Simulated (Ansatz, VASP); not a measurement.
One calculation of AlGaN2, two programs

```
CELL_PARAMETERS angstrom
3.11529 0.00000 0.00000
0.00000 3.11529 0.00000
0.00000 0.00000 4.29664
ATOMIC_POSITIONS crystal
Al 0.50000 0.50000 0.50000
Ga 0.00000 0.00000 0.00000
N 0.50000 0.00000 0.73966
N 0.00000 0.50000 0.26034
```

Change from the starting cell: strain along c alone, the other axes held, atoms relaxed: -2.0 %.

Alike in both runs: functional LDA; k mesh 8 × 8 × 6; occupations gaussian, width 0.02 eV; no spin polarisation.

Ansatz relaxed the structure, and its values are those at the end. VASP's run is a single point on that final structure, the one shown.

```csv
,VASP,Ansatz
version,VASP 6.6.1,Ansatz 0.2.0
potentials or method,"VASP PAW LDA potentials, release 64 (Al, Ga_d, N_h), cutoff 910 eV","scalar-relativistic, plane waves, PAW"
valence electrons in the cell,26,26
```

|  | VASP | Ansatz | Ansatz less VASP |
| --- | --- | --- | --- |
| gap on the k mesh at the Fermi level (eV) | 3.24 | 3.23 | -0.013 |
| least direct gap on the mesh (eV) | 3.24 | 3.23 | -0.013 |
| rms of the force components (eV/Å) | 0.012 | 0.000 | -0.0118 |

LDA's correlation is that of Perdew and Zunger in VASP and of Perdew and Wang (1992) in Ansatz. Ansatz's warnings: stress scf threshold loose.

Noted on VASP's run: the cutoff is short for stress, so the pressure is rough.
